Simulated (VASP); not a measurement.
# BP (Pmma) in VASP: a series of runs

The runs below take BP through single point, relaxation of cell and atoms, with PBE.

Everything below comes from runs of VASP 6.6.1. Logs are shortened: lines on timing, memory, paths and dates and some standing lists are left out, and cuts for length are marked.

### 1 The cell of the first run

The structure is orthorhombic, space group Pmma (No. 51). Conventional cell: a = 6.068 Å, b = 4.332 Å, c = 3.095 Å, α = 90.00°, β = 90.00°, γ = 90.00°. B (site symmetry mm2) has 6 P at 2.12 to 2.21 Å within 2.8 Å. Within 2.7 Å of B (site symmetry 2/m) lie 6 P at 2.03 to 2.31 Å. P (site symmetry mm2) has 6 B at 2.03 to 2.31 Å within 2.7 Å. Within 2.8 Å of P (site symmetry 2/m) lie 6 B at 2.12 to 2.21 Å.

### 2 Single point, PBE

INCAR

```
SYSTEM = BP
ALGO = Normal ; EDIFF = 1E-7
ENCUT = 520 ; GGA = PE
ISIF = 2 ; ISMEAR = 0
LASPH = .True. ; LCHARG = .True.
LELF = .True. ; LREAL = .False.
LVHAR = .True. ; LWAVE = .False.
NBANDS = 26 ; NELM = 100
PREC = Accurate ; SIGMA = 0.1
```

KPOINTS

```
k-points
0
Gamma
  6 10 12
  0 0 0
```

POSCAR

```
BP
1.0
    6.0682693310      0.0000000000      0.0000000000
    0.0000000000      4.3316646138      0.0000000000
    0.0000000000      0.0000000000      3.0945830768
B P
4 4
Direct
    0.7500000000      0.0000000000      0.4789962795
    0.0000000000      0.5000000000      0.0000000000
    0.2500000000      0.0000000000      0.5210037205
    0.5000000000      0.5000000000      0.0000000000
    0.7500000000      0.5000000000      0.5644615880
    0.0000000000      0.0000000000      0.0000000000
    0.2500000000      0.5000000000      0.4355384120
    0.5000000000      0.0000000000      0.0000000000
```

Potentials or basis: VASP PAW PBE potentials, release 64 (B, P).

Launch:

```sh
$ cat potpaw_PBE.64/B/POTCAR potpaw_PBE.64/P/POTCAR > POTCAR
$ mpirun -np 1 vasp_std > vasp.out
```

OUTCAR:

```text
SYSTEM = BP
   EDIFF = 1E-7
   ENCUT = 520
   GGA = PE
   ISIF = 2
   ISMEAR = 0
   LASPH = .True.
   LREAL = .False.
   NELM = 100
   PREC = Accurate

 ion  position               nearest neighbor table
   1  0.750  0.000  0.479-   6 2.12   8 2.12   5 2.18   5 2.18   6 2.21   8 2.21
   2  0.000  0.500  0.000-   5 2.03   7 2.03   6 2.17   6 2.17   7 2.31   5 2.31
   3  0.250  0.000  0.521-   6 2.12   8 2.12   7 2.18   7 2.18   8 2.21   6 2.21
   4  0.500  0.500  0.000-   5 2.03   7 2.03   8 2.17   8 2.17   7 2.31   5 2.31
   5  0.750  0.500  0.564-   2 2.03   4 2.03   1 2.18   1 2.18   4 2.31   2 2.31
   6  0.000  0.000  0.000-   1 2.12   3 2.12   2 2.17   2 2.17   1 2.21   3 2.21
   7  0.250  0.500  0.436-   2 2.03   4 2.03   3 2.18   3 2.18   2 2.31   4 2.31
   8  0.500  0.000  0.000-   1 2.12   3 2.12   4 2.17   4 2.17   1 2.21   3 2.21

  LATTYP: Found a simple orthorhombic cell.
 ALAT       =     3.0945830768
 B/A-ratio  =     1.3997570937
 C/A-ratio  =     1.9609327591

  Lattice vectors:

 A1 = (   0.0000000000,   0.0000000000,  -3.0945830768)
 A2 = (   0.0000000000,   4.3316646138,   0.0000000000)
 A3 = (   6.0682693310,   0.0000000000,   0.0000000000)

Analysis of symmetry for initial positions (statically):
=====================================================================
 Subroutine PRICEL returns:
 Original cell was already a primitive cell.

 Routine SETGRP: Setting up the symmetry group for a
 simple orthorhombic supercell.

 Subroutine GETGRP returns: Found  8 space group operations
 (whereof  4 operations were pure point group operations)
 out of a pool of  8 trial point group operations.

The static configuration has the point symmetry C_2h.
 The point group associated with its full space group is D_2h.

Analysis of symmetry for dynamics (positions and initial velocities):
=====================================================================
 Subroutine PRICEL returns:
 Original cell was already a primitive cell.

 Routine SETGRP: Setting up the symmetry group for a
 simple orthorhombic supercell.

 Subroutine GETGRP returns: Found  8 space group operations
 (whereof  4 operations were pure point group operations)
 out of a pool of  8 trial point group operations.

The dynamic configuration has the point symmetry C_2h.
 The point group associated with its full space group is D_2h.

 Subroutine INISYM returns: Found  8 space group operations
 (whereof  4 operations are pure point group operations),
 and found     1 'primitive' translations

----------------------------------------------------------------------------------------

                                     Primitive cell

  volume of cell :      81.3433

  direct lattice vectors                    reciprocal lattice vectors
     6.068269331  0.000000000  0.000000000     0.164791631  0.000000000  0.000000000
     0.000000000  4.331664614  0.000000000     0.000000000  0.230858132  0.000000000
     0.000000000  0.000000000  3.094583077     0.000000000  0.000000000  0.323145308

  length of vectors
     6.068269331  4.331664614  3.094583077     0.164791631  0.230858132  0.323145308

  position of ions in fractional coordinates (direct lattice)
     0.750000000  0.000000000  0.478996280
     0.000000000  0.500000000  0.000000000
     0.250000000  0.000000000  0.521003720
     0.500000000  0.500000000  0.000000000
     0.750000000  0.500000000  0.564461588
     0.000000000  0.000000000  0.000000000
     0.250000000  0.500000000  0.435538412
     0.500000000  0.000000000  0.000000000

  ion indices of the primitive-cell ions
   primitive index   ion index
                 1           1
                 2           2
                 3           3
                 4           4
                 5           5
                 6           6
                 7           7
                 8           8

----------------------------------------------------------------------------------------

 KPOINTS: k-points

Automatic generation of k-mesh.
 Grid dimensions read from file:
 generate k-points for:    6   10   12

 Generating k-lattice:

  Cartesian coordinates                     Fractional coordinates (reciprocal lattice)
     0.027465272  0.000000000  0.000000000     0.166666667  0.000000000  0.000000000
     0.000000000  0.023085813  0.000000000     0.000000000  0.100000000  0.000000000
     0.000000000  0.000000000  0.026928776     0.000000000  0.000000000  0.083333333

  Length of vectors
     0.027465272  0.023085813  0.026928776

  Shift w.r.t. Gamma in fractional coordinates (k-lattice)
     0.000000000  0.000000000  0.000000000

 Subroutine IBZKPT returns following result:
 ===========================================

 Found    168 irreducible k-points:

 Following reciprocal coordinates:
            Coordinates               Weight
  0.000000  0.000000  0.000000      1.000000
  0.166667  0.000000  0.000000      2.000000
  0.333333  0.000000  0.000000      2.000000
  0.500000  0.000000  0.000000      1.000000
  0.000000  0.100000  0.000000      2.000000
  0.166667  0.100000  0.000000      4.000000
[... 16 lines left out ...]
  0.333333  0.500000  0.000000      2.000000
  0.500000  0.500000  0.000000      1.000000
 [... further k-points ...]
   k-points           NKPTS =    168   k-points in BZ     NKDIM =    168   number of bands    NBANDS=     26
   number of dos      NEDOS =    301   number of ions     NIONS =      8
   total plane-waves  NPLWV =  36864
   dimension x,y,z NGX =    48 NGY =   32 NGZ =   24
   dimension x,y,z NGXF=    96 NGYF=   64 NGZF=   48
   ions per type =               4   4
   NGX,Y,Z   is equivalent  to a cutoff of  13.15, 12.28, 12.89 a.u.
   NGXF,Y,Z  is equivalent  to a cutoff of  26.30, 24.56, 25.79 a.u.
 SYSTEM =  BP
   PREC   = accura    normal or accurate (medium, high low for compatibility)
   ISTART =      0    job   : 0-new  1-cont  2-samecut
   ICHARG =      2    charge: 1-file 2-atom 10-const
   ISPIN  =      1    spin polarized calculation?
   LNONCOLLINEAR =      F non collinear calculations
   LSORBIT =      F    spin-orbit coupling
   LASPH  =      T    aspherical Exc in radial PAW
   ENCUT  =  520.0 eV  38.22 Ry    6.18 a.u.  11.28  8.05  5.75*2*pi/ulx,y,z
   NELM   =    100;   NELMIN=  2; NELMDL= -5     # of ELM steps
   EDIFF  = 0.1E-06   stopping-criterion for ELM
   LREAL  =      F    real-space projection
   EDIFFG = 0.1E-05   stopping-criterion for IOM
   NSW    =      0    number of steps for IOM
   IBRION =     -1    ionic relax: 0-MD 1-quasi-New 2-CG
   NFREE  =      0    steps in history (QN), initial steepest desc. (CG)
   ISIF   =      2    stress and relaxation
   ISYM   =      2    0-nonsym 1-usesym 2-fastsym
   POTIM  = 0.5000    time-step for ionic-motion
   TEBEG  =    0.0;   TEEND  =   0.0 temperature during run
   PSTRESS=    0.0 pullay stress
   NELECT =      32.0000    total number of electrons
   NUPDOWN=      -1.0000    fix difference up-down
   EMIN   =  10.00;   EMAX   =-10.00  energy-range for DOS
   EFERMI =   0.00;   METHOD = LEGACY
   ISMEAR =     0;   SIGMA  =   0.10  broadening in eV -4-tet -1-fermi 0-gaus
   EFERMI_NEDOS =   21; number of points for ismear=-14 and -15
   IALGO  =     38    algorithm
   IMIX   =      4    mixing-type and parameters
     AMIX     =   0.40;   BMIX     =  1.00
     AMIX_MAG =   1.60;   BMIX_MAG =  1.00
  volume/ion in A,a.u.               =      10.17        68.62
  Fermi-wavevector in a.u.,A,eV,Ry     =   1.199548  2.266817 19.577625  1.438915
  Thomas-Fermi vector in A             =   2.335408
   LORBIT       =      0    0 simple, 1 ext, 2 COOP (PROOUT), +10 PAW based schemes
   GGA     = PE    functional components
   LHFCALC =     F    Hartree Fock is set to
   AEXX    =    0.0000 exact exchange contribution
   IVDW    =     0    specifies the selected vdW correction
   LEPSILON=     F    determine dielectric tensor
   LRPA    =     F    only Hartree local field effects (RPA)
 non-spin polarized calculation
 Gauss-broadening in eV      SIGMA  =   0.10
  energy-cutoff  :      520.00
  volume of cell :       81.34
 maximum number of plane-waves:      2224
 NGX is ok and might be reduce to    48
   NGX = 23   NGY = 17   NGZ = 11

 number of electron      31.9999997 magnetization

 Free energy of the ion-electron system (eV)
  ---------------------------------------------------
  ext. energy  EPLUGINS =         0.00000000
  ---------------------------------------------------
  free energy    TOTEN  =       -43.27484810 eV

  energy without entropy =      -43.26249255  energy(sigma->0) =      -43.26867033

 E-fermi :   9.5622     XC(G=0): -11.8932

 val. band max:        9.5528217809   @ k =   0.1667   0.3000   0.0833
 cond. band min:       9.5661884817   @ k =   0.0000   0.5000   0.4167
 fundamental gap:      0.0133667007
 Fermi energy:         9.5622269756

 k-point     1 :       0.0000    0.0000    0.0000
  band No.  band energies     occupation
      1      -7.2516      2.00000
      2      -3.7580      2.00000
      3      -3.7370      2.00000
      4      -1.0037      2.00000
      5       0.6429      2.00000
      6       2.6474      2.00000
[... 18 lines left out ...]
     25      17.1221      0.00000
     26      17.6430      0.00000

 k-point     2 :       0.1667    0.0000    0.0000
  band No.  band energies     occupation
      1      -7.1519      2.00000
      2      -4.7945      2.00000
      3      -2.5634      2.00000
      4      -0.9344      2.00000
      5       0.7404      2.00000
      6       1.8009      2.00000
[... 18 lines left out ...]
     25      16.9249      0.00000
     26      17.4252      0.00000

 k-point     3 :       0.3333    0.0000    0.0000
  band No.  band energies     occupation
      1      -6.8533      2.00000
      2      -5.6693      2.00000
      3      -1.3704      2.00000
      4      -0.7593      2.00000
      5       1.0319      2.00000
      6       1.2253      2.00000
[... 572 lines left out ...]
 k-point    23 :       0.3333    0.5000    0.0000
  band No.  band energies     occupation
      1      -5.1286      2.00000
      2      -5.0859      2.00000
      3      -4.0179      2.00000
      4      -3.9640      2.00000
      5       0.9350      2.00000
      6       1.0583      2.00000
[... 18 lines left out ...]
     25      15.9793      0.00000
     26      16.3482      0.00000

 k-point    24 :       0.5000    0.5000    0.0000
  band No.  band energies     occupation
      1      -4.6568      2.00000
      2      -4.6568      2.00000
      3      -4.6095      2.00000
      4      -4.6095      2.00000
      5       2.4182      2.00000
      6       2.4182      2.00000
[... 18 lines left out ...]
     25      16.6041      0.00000
     26      16.6041      0.00000

 [... further k-points ...]
[... 5 lines left out ...]
  --------------------------------------------------------------------------------------
  -------------------------------------------------------------------------------------
  Total       -0.1209521     -0.1125088     -0.1276339      0.0000000      0.0000000      0.0000000
  in kB       -2.3823321     -2.2160275     -2.5139393      0.0000000      0.0000000      0.0000000
  external PRESSURE =      -2.3707663 kB  Pullay stress =       0.0000000 kB

 VOLUME and BASIS-vectors are now :
 -----------------------------------------------------------------------------
  energy-cutoff  :      520.00
  volume of cell :       81.34
      direct lattice vectors                 reciprocal lattice vectors
     6.068269331  0.000000000  0.000000000     0.164791631  0.000000000  0.000000000
     0.000000000  4.331664614  0.000000000     0.000000000  0.230858132  0.000000000
     0.000000000  0.000000000  3.094583077     0.000000000  0.000000000  0.323145308

 POSITION                                       TOTAL-FORCE (eV/Angst)
 -----------------------------------------------------------------------------------
      4.55120      0.00000      1.48229         0.000000      0.000000      0.002174
      0.00000      2.16583      0.00000         0.000000     -0.000000      0.000000
      1.51707      0.00000      1.61229         0.000000     -0.000000     -0.002174
      3.03413      2.16583      0.00000         0.000000     -0.000000      0.000000
      4.55120      2.16583      1.74677         0.000000     -0.000000      0.008701
      0.00000      0.00000      0.00000         0.000000     -0.000000      0.000000
      1.51707      2.16583      1.34781         0.000000     -0.000000     -0.008701
      3.03413      0.00000      0.00000         0.000000     -0.000000      0.000000
 -----------------------------------------------------------------------------------
    total drift:                                0.000000      0.000000      0.000000

  FREE ENERGIE OF THE ION-ELECTRON SYSTEM (eV)
  ---------------------------------------------------
  free  energy   TOTEN  =       -43.2748481018 eV

  energy  without entropy=      -43.2624925536  energy(sigma->0) =      -43.26867033
```

Run time: 2.9 min. Hardware: 1 thread of Intel Xeon 6975P-C (Granite Rapids), shared host; peak memory 0.37 GiB.

What came out:

* Free energy: -43.2748 eV
* Pressure: -0.2 GPa
* Largest force: 0.009 eV/Å
* Band gap on the k mesh: zero (band 16 reaches 10.70 eV, above the bottom of band 17 at 8.00 eV)

Forces in eV/Å, atoms in the order of the input:
```
B    0.000  0.000  0.002
B    0.000  0.000  0.000
B    0.000  0.000 -0.002
B    0.000  0.000  0.000
P    0.000  0.000  0.009
P    0.000  0.000  0.000
P    0.000  0.000 -0.009
P    0.000  0.000  0.000
```

### 3 Relaxation of cell and atoms, PBE

This run uses another cell than the first one, of 10.27 Å³/atom, 1.010 times its volume.

INCAR

```
  ALGO = Normal
  EDIFF = 1E-6
  EDIFFG = -0.01
  ENCUT = 600
  GGA = PE
  IBRION = 2
  ISIF = 3
  ISMEAR = 0
  LASPH = True
  LCHARG = False
  LREAL = False
  LWAVE = False
  NELM = 100
  NSW = 100
  PREC = Accurate
  SIGMA = 0.1
```

KPOINTS

```
k-points
0
Gamma
  6 10 12
```

POSCAR

```
BP
1.0
    6.2307448725      0.0000000000      0.0000000000
    0.0000000000      4.1786984455      0.0000000000
    0.0000000000      0.0000000000      3.1553015433
B P
4 4
Direct
    0.7500000000      0.0000000000      0.4708222614
    0.0000000000      0.5000000000      0.0000000000
    0.2500000000      0.0000000000      0.5291777386
    0.5000000000      0.5000000000      0.0000000000
    0.7500000000      0.5000000000      0.5691416369
    0.0000000000      0.0000000000      0.0000000000
    0.2500000000      0.5000000000      0.4308583631
    0.5000000000      0.0000000000      0.0000000000
```

Potentials or basis: VASP PAW PBE potentials, release 64 (B, P).

Launch:

```sh
$ cat potpaw_PBE.64/B/POTCAR potpaw_PBE.64/P/POTCAR > POTCAR
$ mpirun -np 1 vasp_std > vasp.out
```

Wall time 34 min (1 thread of Intel Xeon 6975P-C (Granite Rapids), shared host); peak memory 0.42 GiB.

Results (log left out):

| Quantity | Value |
| --- | --- |
| Free energy | -43.2793 eV |
| Relaxed volume | 10.15 Å³/atom |
| Relaxed cell | a = 6.069 Å, b = 4.326 Å, c = 3.094 Å, α = 90.00°, β = 90.00°, γ = 90.00° |
| Space group after relaxing (to 0.05 Å) | Pmma (No. 51) |
| Energy gained by relaxing | 7.4 meV/atom |
| Ionic steps | 14 |
| Pressure after relaxing | 0.0 GPa |
| Band gap on the k mesh | zero (band 16 reaches 10.73 eV, above the bottom of band 17 at 8.03 eV) |

Stress tensor (GPa, compression positive):
```
-0.07  0.00  0.00
 0.00  0.07  0.00
 0.00  0.00 -0.05
```

Step by step:
```
step  energy change (eV)  largest force (eV/Å)  pressure (GPa)  volume (Å³)
   1              0.0000                0.0086           -0.93        82.15
   2             -0.0233                0.0480            0.15        81.44
   3             -0.0393                0.1032            1.59        80.52
   4              0.0152                0.2152            5.87        78.64
   5             -0.0403                0.1136            1.99        80.32
   6             -0.0537                0.0967            0.54        81.01
   7             -0.0543                0.1029            0.15        81.20
   8             -0.0568                0.0838           -0.05        81.29
   9             -0.0577                0.0650           -0.26        81.39
  10             -0.0583                0.0445            0.05        81.22
  11             -0.0584                0.0272            0.31        81.08
  12             -0.0588                0.0044            0.13        81.16
  13             -0.0588                0.0038            0.06        81.19
  14             -0.0588                0.0019           -0.02        81.23
```

Final structure:
```
B P
1.0
     6.06901    0.00000    0.00000
     0.00000    4.32582    0.00000
     0.00000    0.00000    3.09421
B P
4 4
Cartesian
  4.5518 0.0000 1.4820
  0.0000 2.1629 0.0000
  1.5173 0.0000 1.6122
  3.0345 2.1629 0.0000
  4.5518 2.1629 1.7470
  0.0000 0.0000 0.0000
  1.5173 2.1629 1.3472
  3.0345 0.0000 0.0000
```

Levels at points of the mesh, in eV from the Fermi level:
```
           k point  band 13  band 14  band 15  band 16  band 17  band 18  band 19  band 20
(0.00, 0.00, 0.00)    -1.22    -0.62    -0.44     0.11     0.67     1.93     1.95     2.05
(0.50, 0.00, 0.00)    -1.99    -1.99    -0.99    -0.99     1.16     1.16     3.68     3.68
(0.00, 0.50, 0.00)    -0.99    -0.98     0.63     0.76     0.78     0.95     1.01     1.20
(0.50, 0.50, 0.00)    -0.32    -0.32    -0.30    -0.30     0.40     0.40     0.52     0.52
(0.00, 0.00, 0.50)    -4.25    -3.95    -3.20    -2.67    -0.51    -0.12     2.23     2.25
(0.50, 0.00, 0.50)    -4.72    -4.72    -4.61    -4.61     0.03     0.03     0.65     0.65
(0.00, 0.50, 0.50)     0.61     0.62     0.82     0.86     1.17     1.26     1.32     1.46
(0.50, 0.50, 0.50)    -3.29    -3.29    -3.12    -3.12     2.40     2.40     2.72     2.72
```

[end of part 1 of 2]
